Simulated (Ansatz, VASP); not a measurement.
MgHgSe2 in VASP and in Ansatz

File INCAR:

```
ALGO = Normal
EDIFF = 1E-6
ENCUT = 600
GGA = PE
GGA_COMPAT = F
ISIF = 2
ISMEAR = 1
LASPH = T
LCHARG = T
LELF = T
LREAL = F
LVHAR = T
LWAVE = F
NBANDS = 21
NELM = 120
PREC = Accurate
SIGMA = 0.0868
```

Contents of KPOINTS:

```
k-points
0
Gamma
  4 4 4
```

The input POSCAR:

```
MgHgSe2
1.0
    4.3138610726      0.0000000000      0.0000000000
    0.0000000000      4.3138610726      0.0000000000
    0.0000000000      0.0000000000      5.9854478143
Mg Se Hg
1 2 1
Direct
    0.0000000000      0.0000000000      0.0000000000
    0.0000000000      0.5000000000      0.2354752515
    0.5000000000      0.0000000000      0.7645247485
    0.5000000000      0.5000000000      0.5000000000
```

Input for Ansatz:

```yaml
crystal:
  lattice:
    - [4.3138610726, 0.0, 0.0]
    - [0.0, 4.3138610726, 0.0]
    - [0.0, 0.0, 5.9854478143]
  atoms:
    - { symbol: Mg, position: [0.0, 0.0, 0.0] }
    - { symbol: Se, position: [0.0, 0.5, 0.2354752515] }
    - { symbol: Hg, position: [0.5, 0.5, 0.5] }
    - { symbol: Se, position: [0.5, 0.0, 0.7645247485] }
kpoints:
  mp_grid: { grid: [4, 4, 4] }
hamiltonian:
  xc: pbe
scf:
  occupations: { method: cold, width: 0.2 }
  n_extra_bands: 5
output:
  forces: true
  stress: true
  eigenvalues: true
```

Alike in both runs: task single point; functional PBE; k mesh 4 × 4 × 4; no spin polarisation.

```csv
,VASP,Ansatz
version,VASP 6.6.1,Ansatz 0.2.0
potentials or method,"VASP PAW PBE potentials, release 64 (Mg, Se, Hg)",plane waves
plane-wave cutoff (eV),600,420
occupations,"methfessel-paxton of order 1, width 0.0868 eV","cold, width 0.2 eV"
valence electrons in the cell,26,62
```

|  | VASP | Ansatz | Ansatz less VASP |
| --- | --- | --- | --- |
| gap on the k mesh at the Fermi level (eV) | 0.62 | 0.62 | +0.003 |
| pressure (GPa) | 1.6 | 1.5 | -0.12 |
| rms of the force components (eV/Å) | 0.040 | 0.025 | -0.0152 |

VASP's potentials hold 26 valence electrons a cell and Ansatz's 62, so a difference there can come from the potentials and not from the codes.

Spin-orbit coupling is off throughout.
